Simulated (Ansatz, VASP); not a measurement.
## One calculation of Zr2Si5, two programs

File INCAR:

```
PREC = Accurate
ENCUT = 520
EDIFF = 1E-7
ISMEAR = 0
SIGMA = 0.1
LREAL = F
LASPH = T
NELM = 100
ALGO = Normal
ISIF = 2
LWAVE = F
LCHARG = F
LDIPOL = T
IDIPOL = 3
DIPOL = 0.5 0.5 0.500
GGA = PE
NBANDS = 57
```

KPOINTS

```
regular mesh
0
Gamma
  1 1 1
```

The input POSCAR:

```
Zr2Si5
1.0
    3.6790720029      0.0000000000      0.0000000000
    0.0000000000      3.7051806738      0.0000000000
    0.0000000000      0.0000000000     29.7972630146
Si Zr
10 4
Direct
    0.2500000000      0.5000000000      0.2517009699
    0.7500000000      0.0000000000      0.2520109569
    0.2500000000      0.0000000000      0.3495751122
    0.7500000000      0.0000000000      0.4022808512
    0.2500000000      0.0000000000      0.4998450065
    0.7500000000      0.5000000000      0.5001549935
    0.2500000000      0.5000000000      0.5977191488
    0.7500000000      0.5000000000      0.6504248878
    0.2500000000      0.5000000000      0.7479890431
    0.7500000000      0.0000000000      0.7482990301
    0.7500000000      0.5000000000      0.3236522409
    0.2500000000      0.5000000000      0.4282037225
    0.7500000000      0.0000000000      0.5717962775
    0.2500000000      0.0000000000      0.6763477591
```

Input for Ansatz:

```yaml
crystal:
  lattice:
    - [3.6790720029, 0.0, 0.0]
    - [0.0, 3.7051806738, 0.0]
    - [0.0, 0.0, 29.7972630146]
  atoms:
    - { symbol: Si, position: [0.25, 0.5, 0.2517009699] }
    - { symbol: Si, position: [0.75, 0.0, 0.2520109569] }
    - { symbol: Zr, position: [0.75, 0.5, 0.3236522409] }
    - { symbol: Si, position: [0.25, 0.0, 0.3495751122] }
    - { symbol: Si, position: [0.75, 0.0, 0.4022808512] }
    - { symbol: Zr, position: [0.25, 0.5, 0.4282037225] }
    - { symbol: Si, position: [0.25, 0.0, 0.4998450065] }
    - { symbol: Si, position: [0.75, 0.5, 0.5001549935] }
    - { symbol: Zr, position: [0.75, 0.0, 0.5717962775] }
    - { symbol: Si, position: [0.25, 0.5, 0.5977191488] }
    - { symbol: Si, position: [0.75, 0.5, 0.6504248878] }
    - { symbol: Zr, position: [0.25, 0.0, 0.6763477591] }
    - { symbol: Si, position: [0.25, 0.5, 0.7479890431] }
    - { symbol: Si, position: [0.75, 0.0, 0.7482990301] }
basis:
  ecutwfc: 420
kpoints:
  mp_grid: { grid: [1, 1, 1] }
hamiltonian:
  xc: pbe
scf:
  occupations: { method: gaussian, width: 0.1 }
output:
  forces: true
  stress: true
  eigenvalues: true
efield:
  axis: 3
  dipole_correction: true
  ramp_width: 0.04
```

Alike in both runs: task single point; functional PBE; k mesh 1 × 1 × 1; occupations gaussian, width 0.1 eV; no spin polarisation.

|  | VASP | Ansatz |
| --- | --- | --- |
| version | VASP 6.6.1 | Ansatz 0.2.0 |
| potentials or method | VASP PAW PBE potentials, release 64 (Si, Zr_sv), cutoff 520 eV | scalar-relativistic, plane waves, PAW |
| valence electrons in the cell | 88 | 88 |

```tsv
	VASP	Ansatz	Ansatz less VASP
gap on the k mesh at the Fermi level (eV)	0.14	0.14	+0.001
least direct gap on the mesh (eV)	0.14	0.14	+0.001
rms of the force components (eV/Å)	1.500	1.500	+0.0004
```
